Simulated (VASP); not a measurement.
Input of a VASP 6.6.1 run:

File INCAR:

```
SYSTEM = PbSe
  ALGO = Normal
  EDIFF = 1E-6
  ENCUT = 500
  GGA = PS
  GGA_COMPAT = .False.
  ISIF = 2
  ISMEAR = 0
  LASPH = .True.
  LCHARG = .False.
  LREAL = .False.
  LWAVE = .False.
  NBANDS = 17
  NELM = 120
  PREC = Accurate
  SIGMA = 0.02
```

File KPOINTS:

```
k-points
0
Gamma
  10 10 10
  0 0 0
```

The input POSCAR:

```
PbSe
1.0
    0.0000000000      3.1422313984      3.1422313984
    3.1422313984      0.0000000000      3.1422313984
    3.1422313984      3.1422313984      0.0000000000
Pb Se
1 1
Direct
    0.0000000000      0.0000000000      0.0000000000
    0.5000000000      0.5000000000      0.5000000000
```

Potentials or basis: VASP PAW PBE potentials, release 64 (Pb_d, Se).

Command:

```bash
$ cat potpaw_PBE.64/Pb_d/POTCAR potpaw_PBE.64/Se/POTCAR > POTCAR
$ mpirun -np 1 vasp_std > vasp.out
```

Task: Estimate the pressure.

Result: -3.9 GPa.

Task: Estimate the band gap on the k mesh.

Result: 0.44 eV.

Caveat: the cell differs from its parent crystal (S replaced by Se, lengths x 1.036, strained); the cell stands under tension; the PAW data sets were made with another functional, which shifts forces and pressure a little; spin-orbit coupling is left out, which moves the levels of the heavy elements. A k mesh can miss the band edges.
